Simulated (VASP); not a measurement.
# Ge (Fmmm) in VASP: single point with r2SCAN

Aim: the single point of Ge with r2SCAN.

All numbers are computed with VASP 6.6.1; they aren't measurements. Logs are shortened: lines on timing, memory, paths and dates and some standing lists are left out, and cuts for length are marked.

**1. The cell of the first run**

The structure is orthorhombic, space group Fmmm (No. 69). Conventional cell: a = 5.261 Å, b = 5.771 Å, c = 10.231 Å, α = 90.00°, β = 90.00°, γ = 90.00°. Ge (site symmetry mm2) has 12 Ge at 2.71 to 3.69 Å within 3.7 Å. Ge (site symmetry m2m) has 8 Ge at 2.61 to 3.17 Å within 3.4 Å.

**2. Single point, r2SCAN**

File POSCAR:

```
Ge
1.0
    0.0000000000      2.8857400000      5.1156650000
    2.6304970000      0.0000000000      5.1156650000
    2.6304970000      2.8857400000      0.0000000000
Ge
4
Direct
    0.7818669997      0.7818669997      0.2181330003
    0.2181330003      0.2181330003      0.7818669997
    0.2735099992      0.7264900008      0.2735099992
    0.7264900008      0.2735099992      0.7264900008
```

File INCAR.step1:

```
SYSTEM = Ge
PREC = Accurate
ENCUT = 520
ISMEAR = 1
SIGMA = 0.1
LREAL = .FALSE.
LASPH = .TRUE.
NELM = 80
NBANDS = 36
GGA = PE
ALGO = Normal
EDIFF = 1E-4
LWAVE = .TRUE.
LCHARG = .FALSE.
```

File INCAR.step2:

```
SYSTEM = Ge
PREC = Accurate
ENCUT = 520
EDIFF = 1E-7
ISMEAR = 1
SIGMA = 0.1
LREAL = .FALSE.
LASPH = .TRUE.
NELM = 80
ALGO = Normal
ISIF = 2
LWAVE = .FALSE.
LCHARG = .FALSE.
METAGGA = R2SCAN
LMIXTAU = .TRUE.
NBANDS = 36
ISTART = 1
```

File KPOINTS:

```
regular mesh
0
G
  6 6 6
  0 0 0
```

Potentials or basis: VASP PAW PBE potentials, release 64 (Ge_d).

On the command line:

```sh
cat potpaw_PBE.64/Ge_d/POTCAR > POTCAR
cp INCAR.step1 INCAR
mpirun -np 1 vasp_std > vasp.out
cp INCAR.step2 INCAR
mpirun -np 1 vasp_std > vasp.out
```

OUTCAR:

```text
SYSTEM = Ge
   PREC = Accurate
   ENCUT = 520
   EDIFF = 1E-7
   ISMEAR = 1
   LREAL = .FALSE.
   LASPH = .TRUE.
   NELM = 80
   ISIF = 2
   METAGGA = R2SCAN
   ISTART = 1

 ion  position               nearest neighbor table
   1  0.782  0.782  0.218-   2 2.71   2 2.71   3 2.73   4 2.73
   2  0.218  0.218  0.782-   1 2.71   1 2.71   3 2.73   4 2.73
   3  0.274  0.726  0.274-   4 2.61   4 2.64   4 2.64   2 2.73   1 2.73
   4  0.726  0.274  0.726-   3 2.61   3 2.64   3 2.64   2 2.73   1 2.73

  LATTYP: Found a face centered orthorhombic cell.
 ALAT       =     5.2609940000
 B/A-ratio  =     1.0970322338
 C/A-ratio  =     1.9447522654

  Lattice vectors:

 A1 = (   0.0000000000,   2.8857400000,   5.1156650000)
 A2 = (   2.6304970000,   0.0000000000,   5.1156650000)
 A3 = (   2.6304970000,   2.8857400000,   0.0000000000)

Analysis of symmetry for initial positions (statically):
=====================================================================
 Subroutine PRICEL returns:
 Original cell was already a primitive cell.

 Routine SETGRP: Setting up the symmetry group for a
 face centered orthorhombic supercell.

 Subroutine GETGRP returns: Found  8 space group operations
 (whereof  8 operations were pure point group operations)
 out of a pool of  8 trial point group operations.

The static configuration has the point symmetry D_2h.

Analysis of symmetry for dynamics (positions and initial velocities):
=====================================================================
 Subroutine PRICEL returns:
 Original cell was already a primitive cell.

 Routine SETGRP: Setting up the symmetry group for a
 face centered orthorhombic supercell.

 Subroutine GETGRP returns: Found  8 space group operations
 (whereof  8 operations were pure point group operations)
 out of a pool of  8 trial point group operations.

The dynamic configuration has the point symmetry D_2h.

 Subroutine INISYM returns: Found  8 space group operations
 (whereof  8 operations are pure point group operations),
 and found     1 'primitive' translations

----------------------------------------------------------------------------------------

                                     Primitive cell

  volume of cell :      77.6653

  direct lattice vectors                    reciprocal lattice vectors
     0.000000000  2.885740000  5.115665000    -0.190078149  0.173265783  0.097739004
     2.630497000  0.000000000  5.115665000     0.190078149 -0.173265783  0.097739004
     2.630497000  2.885740000  0.000000000     0.190078149  0.173265783 -0.097739004

  length of vectors
     5.873459265  5.752351072  3.904741965     0.275142957  0.275142957  0.275142957

  position of ions in fractional coordinates (direct lattice)
     0.781867000  0.781867000  0.218133000
     0.218133000  0.218133000  0.781867000
     0.273509999  0.726490001  0.273509999
     0.726490001  0.273509999  0.726490001

  ion indices of the primitive-cell ions
   primitive index   ion index
                 1           1
                 2           2
                 3           3
                 4           4

----------------------------------------------------------------------------------------

 KPOINTS: regular mesh

Automatic generation of k-mesh.
 Grid dimensions read from file:
 generate k-points for:    6    6    6

 Generating k-lattice:

  Cartesian coordinates                     Fractional coordinates (reciprocal lattice)
    -0.031679691  0.028877630  0.016289834     0.166666667 -0.000000000 -0.000000000
     0.031679691 -0.028877630  0.016289834     0.000000000  0.166666667  0.000000000
     0.031679691  0.028877630 -0.016289834    -0.000000000  0.000000000  0.166666667

  Length of vectors
     0.045857160  0.045857160  0.045857160

  Shift w.r.t. Gamma in fractional coordinates (k-lattice)
     0.000000000  0.000000000  0.000000000

 Subroutine IBZKPT returns following result:
 ===========================================

 Found     46 irreducible k-points:

 Following reciprocal coordinates:
            Coordinates               Weight
  0.000000  0.000000  0.000000      1.000000
  0.166667  0.000000 -0.000000      8.000000
  0.333333  0.000000  0.000000      8.000000
  0.500000  0.000000  0.000000      4.000000
  0.166667  0.166667  0.000000      2.000000
  0.333333  0.166667  0.000000      8.000000
[... 16 lines left out ...]
 -0.166667  0.166667  0.166667      8.000000
  0.500000  0.333333  0.166667      4.000000
 [... further k-points ...]
   k-points           NKPTS =     46   k-points in BZ     NKDIM =     46   number of bands    NBANDS=     36
   number of dos      NEDOS =    301   number of ions     NIONS =      4
   total plane-waves  NPLWV =  69120
   dimension x,y,z NGX =    48 NGY =   48 NGZ =   30
   dimension x,y,z NGXF=    96 NGYF=   96 NGZF=   60
   ions per type =               4
   NGX,Y,Z   is equivalent  to a cutoff of  13.59, 13.87, 12.77 a.u.
   NGXF,Y,Z  is equivalent  to a cutoff of  27.17, 27.74, 25.55 a.u.
 SYSTEM =  Ge
   PREC   = accura    normal or accurate (medium, high low for compatibility)
   ISTART =      1    job   : 0-new  1-cont  2-samecut
   ICHARG =      0    charge: 1-file 2-atom 10-const
   ISPIN  =      1    spin polarized calculation?
   LNONCOLLINEAR =      F non collinear calculations
   LSORBIT =      F    spin-orbit coupling
   LASPH  =      T    aspherical Exc in radial PAW
   ENCUT  =  520.0 eV  38.22 Ry    6.18 a.u.  10.92 10.70  7.26*2*pi/ulx,y,z
   NELM   =     80;   NELMIN=  2; NELMDL=  0     # of ELM steps
   EDIFF  = 0.1E-06   stopping-criterion for ELM
   LREAL  =      F    real-space projection
   EDIFFG = 0.1E-05   stopping-criterion for IOM
   NSW    =      0    number of steps for IOM
   IBRION =     -1    ionic relax: 0-MD 1-quasi-New 2-CG
   NFREE  =      0    steps in history (QN), initial steepest desc. (CG)
   ISIF   =      2    stress and relaxation
   ISYM   =      2    0-nonsym 1-usesym 2-fastsym
   POTIM  = 0.5000    time-step for ionic-motion
   TEBEG  =    0.0;   TEEND  =   0.0 temperature during run
   PSTRESS=    0.0 pullay stress
   NELECT =      56.0000    total number of electrons
   NUPDOWN=      -1.0000    fix difference up-down
   EMIN   =  10.00;   EMAX   =-10.00  energy-range for DOS
   EFERMI =   0.00;   METHOD = LEGACY
   ISMEAR =     1;   SIGMA  =   0.10  broadening in eV -4-tet -1-fermi 0-gaus
   EFERMI_NEDOS =   21; number of points for ismear=-14 and -15
   IALGO  =     38    algorithm
   IMIX   =      4    mixing-type and parameters
     AMIX     =   0.40;   BMIX     =  1.00
     AMIX_MAG =   1.60;   BMIX_MAG =  1.00
  volume/ion in A,a.u.               =      19.42       131.03
  Fermi-wavevector in a.u.,A,eV,Ry     =   1.468008  2.774133 29.321208  2.155048
  Thomas-Fermi vector in A             =   2.583557
   LORBIT       =      0    0 simple, 1 ext, 2 COOP (PROOUT), +10 PAW based schemes
   METAGGA = R2SCAN    functional components
   LHFCALC =     F    Hartree Fock is set to
   AEXX    =    0.0000 exact exchange contribution
   IVDW    =     0    specifies the selected vdW correction
   LEPSILON=     F    determine dielectric tensor
   LRPA    =     F    only Hartree local field effects (RPA)
 non-spin polarized calculation
 Methfessel and Paxton  Order N= 1 SIGMA  =   0.10
  energy-cutoff  :      520.00
  volume of cell :       77.67
 maximum number of plane-waves:      2116
 NGX is ok and might be reduce to    48
   NGX = 21   NGY = 21   NGZ = 15

 number of electron      55.9999999 magnetization

 Free energy of the ion-electron system (eV)
  ---------------------------------------------------
  ext. energy  EPLUGINS =         0.00000000
  ---------------------------------------------------
  free energy    TOTEN  =       -53.99300706 eV

  energy without entropy =      -53.99061964  energy(sigma->0) =      -53.99221125

 E-fermi :   6.2761     XC(G=0): -12.1032

 val. band max:        6.2078130145   @ k =   0.5000  -0.3333   0.1667
 cond. band min:       6.2847908735   @ k =  -0.3333   0.0000   0.1667
 fundamental gap:      0.0769778590
 Fermi energy:         6.2761122994

 k-point     1 :       0.0000    0.0000    0.0000
  band No.  band energies     occupation
      1     -19.3039      2.00000
      2     -19.2489      2.00000
      3     -19.2153      2.00000
      4     -19.2024      2.00000
      5     -19.1971      2.00000
      6     -19.1950      2.00000
[... 28 lines left out ...]
     35      13.7419      0.00000
     36      13.9175      0.00000

 k-point     2 :       0.1667    0.0000   -0.0000
  band No.  band energies     occupation
      1     -19.2867      2.00000
      2     -19.2397      2.00000
      3     -19.2159      2.00000
      4     -19.2024      2.00000
      5     -19.1927      2.00000
      6     -19.1913      2.00000
[... 28 lines left out ...]
     35      13.0276      0.00000
     36      13.6274      0.00000

 k-point     3 :       0.3333    0.0000    0.0000
  band No.  band energies     occupation
      1     -19.2410      2.00000
      2     -19.2205      2.00000
      3     -19.2172      2.00000
      4     -19.2034      2.00000
      5     -19.1835      2.00000
      6     -19.1718      2.00000
[... 28 lines left out ...]
     35      13.1038      0.00000
     36      13.2929      0.00000
[... 742 lines left out ...]
 k-point    23 :      -0.1667    0.1667    0.1667
  band No.  band energies     occupation
      1     -19.2335      2.00000
      2     -19.2269      2.00000
      3     -19.2143      2.00000
      4     -19.1968      2.00000
      5     -19.1918      2.00000
      6     -19.1657      2.00000
[... 28 lines left out ...]
     35      13.7794      0.00000
     36      14.1073      0.00000

 k-point    24 :       0.5000    0.3333    0.1667
  band No.  band energies     occupation
      1     -19.2853      2.00000
      2     -19.2256      2.00000
      3     -19.2145      2.00000
      4     -19.2096      2.00000
      5     -19.1867      2.00000
      6     -19.1779      2.00000
[... 28 lines left out ...]
     35      12.8470      0.00000
     36      13.2769      0.00000

 [... further k-points ...]

------------------------ aborting loop because EDIFF is reached ----------------------------------------

  FORCE on cell =-STRESS in cart. coord.  units (eV):
  Direction    XX          YY          ZZ          XY          YZ          ZX
  --------------------------------------------------------------------------------------
  -------------------------------------------------------------------------------------
  Total       -0.2998660     -1.5258635     -1.4892500     -0.0000000      0.0000000      0.0000000
  in kB       -6.1860105    -31.4774235    -30.7221143     -0.0000000      0.0000000      0.0000000
  external PRESSURE =     -22.7951828 kB  Pullay stress =       0.0000000 kB

 VOLUME and BASIS-vectors are now :
 -----------------------------------------------------------------------------
  energy-cutoff  :      520.00
  volume of cell :       77.67
      direct lattice vectors                 reciprocal lattice vectors
     0.000000000  2.885740000  5.115665000    -0.190078149  0.173265783  0.097739004
     2.630497000  0.000000000  5.115665000     0.190078149 -0.173265783  0.097739004
     2.630497000  2.885740000  0.000000000     0.190078149  0.173265783 -0.097739004

 POSITION                                       TOTAL-FORCE (eV/Angst)
 -----------------------------------------------------------------------------------
      2.63050      2.88574      7.99954         0.000000      0.000000      0.096743
      2.63050      2.88574      2.23179         0.000000      0.000000     -0.096743
      2.63050      1.57856      5.11566         0.000000     -0.027160      0.000000
      2.63050      4.19292      5.11566         0.000000      0.027160      0.000000
 -----------------------------------------------------------------------------------
    total drift:                                0.000000      0.000000      0.000000

  FREE ENERGIE OF THE ION-ELECTRON SYSTEM (eV)
  ---------------------------------------------------
  free  energy   TOTEN  =       -53.9930070598 eV

  energy  without entropy=      -53.9906196362  energy(sigma->0) =      -53.99221125
```

It took 18 min on 1 thread of Intel Xeon 8259CL, shared host; peak memory 0.32 GiB.

What came out:

| Property | Result |
| --- | --- |
| Free energy | -53.9930 eV |
| Pressure | -2.3 GPa |
| Largest force | 0.097 eV/Å |
| Band gap on the k mesh | zero (bands 28 and 29 overlap by 3.49 eV) |

Forces on the atoms (eV/Å):
```
Ge   0.000  0.000  0.097
Ge   0.000  0.000 -0.097
Ge   0.000 -0.027  0.000
Ge   0.000  0.027  0.000
```

Stress tensor (GPa, compression positive):
```
-0.62  0.00  0.00
 0.00 -3.15  0.00
 0.00  0.00 -3.07
```

Caveat: the PAW data sets were made with another functional, which shifts forces and pressure a little.
